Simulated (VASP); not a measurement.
Runs of VASP 6.6.1 on C. The structure is that of space group P-3m1 (No. 164), or close to it. The cells are those of the table. 

| cell | gap on the mesh (eV) | pressure (GPa) | largest force (eV/Å) |
| --- | --- | --- | --- |
| a = 2.522, b = 2.522, c = 13.106 Å, angles 90.0, 90.0, 60.0°, 12 atoms | (b) | -5.5 | 2.88 |
| a = 2.522, b = 2.522, c = 14.356 Å, angles 90.0, 90.0, 60.0°, 12 atoms | - | -2.5 | 4.09 |
| a = 2.522, b = 2.522, c = 13.856 Å, angles 90.0, 90.0, 60.0°, 12 atoms | - | -3.8 | 3.85 |
| a = 2.522, b = 2.522, c = 13.356 Å, angles 90.0, 90.0, 60.0°, 12 atoms | - | -5.2 | 3.34 |
| a = 2.522, b = 2.522, c = 12.056 Å, angles 90.0, 90.0, 60.0°, 12 atoms | 3.90 | (a) | 14.40 |
| a = 2.522, b = 2.522, c = 18.356 Å, angles 90.0, 90.0, 60.0°, 12 atoms | none | -0.3 | 4.70 |
| a = 2.522, b = 2.522, c = 15.356 Å, angles 90.0, 90.0, 60.0°, 12 atoms | none | -0.8 | 4.54 |
| a = 2.522, b = 2.522, c = 12.856 Å, angles 90.0, 90.0, 60.0°, 12 atoms | (c) | -5.1 | 2.23 |

Alike in all rows: task single point; level PBE; potentials or basis VASP PAW PBE potentials, release 64 (C); no spin polarisation; k mesh 10 × 10 × 2; cutoff (eV) 520; smearing gaussian 0.05 eV.

Estimate the missing entries.

(a) 22.3; (b) 1.99; (c) 3.00.

Caveats: forces of over 1 eV/Å act on the atoms, so gaps and moduli don't describe the material at rest; the cell stands under tension (at least some runs); the cell stands under pressure (at least some runs).

A k mesh can miss the band edges.

A gap of «none» marks levels without a gap at the run's occupations.
